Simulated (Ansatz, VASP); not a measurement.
## AlN in VASP and in Ansatz

INCAR

```
  PREC = Accurate
  ENCUT = 520
  EDIFF = 1E-6
  ISMEAR = 0
  SIGMA = 0.05
  LREAL = F
  LASPH = T
  NELM = 100
  ALGO = Normal
  ISIF = 2
  LWAVE = F
  LCHARG = T
  GGA = PS
  LELF = T
  LVHAR = T
  NBANDS = 16
```

File KPOINTS:

```
Automatic mesh
0
Gamma
  9 9 6
```

Contents of POSCAR:

```
AlN
1.0
    3.4006000000      0.0000000000      0.0000000000
   -1.7003000000      2.9450059881      0.0000000000
    0.0000000000      0.0000000000      4.1412155349
Al N
2 2
Direct
    0.3333333333      0.6666666667      0.7500000000
    0.6666666667      0.3333333333      0.2500000000
    0.3333333333      0.6666666667      0.2500000000
    0.6666666667      0.3333333333      0.7500000000
```

Input for Ansatz:

```yaml
crystal:
  lattice:
    - [3.4006, 0.0, 0.0]
    - [-1.7003, 2.9450059881, 0.0]
    - [0.0, 0.0, 4.1412155349]
  atoms:
    - { symbol: Al, position: [0.3333333333, 0.6666666667, 0.75] }
    - { symbol: Al, position: [0.6666666667, 0.3333333333, 0.25] }
    - { symbol: "N", position: [0.3333333333, 0.6666666667, 0.25] }
    - { symbol: "N", position: [0.6666666667, 0.3333333333, 0.75] }
basis:
  ecutwfc: 520.0
kpoints:
  mp_grid: { grid: [9, 9, 6] }
hamiltonian:
  xc: pbesol
scf:
  occupations: { method: gaussian, width: 0.05 }
output:
  forces: true
  stress: true
  eigenvalues: true
```

Alike in both runs: task single point; functional PBEsol; k mesh 9 × 9 × 6; occupations gaussian, width 0.05 eV; no spin polarisation.

|  | VASP | Ansatz |
| --- | --- | --- |
| version | VASP 6.6.1 | Ansatz 0.2.0 |
| potentials or method | VASP PAW PBE potentials, release 64 (Al, N), cutoff 520 eV | scalar-relativistic, plane waves, PAW |
| valence electrons in the cell | 16 | 16 |

```csv
,VASP,Ansatz,Ansatz less VASP
gap on the k mesh at the Fermi level (eV),3.00,2.99,-0.011
least direct gap on the mesh (eV),3.00,2.99,-0.011
pressure (GPa),-11.8,-11.7,+0.10
"traceless stress, the component that is largest in VASP (GPa)",4.01,3.99,-0.013
```

VASP's potentials were made for PBE, not for PBEsol.
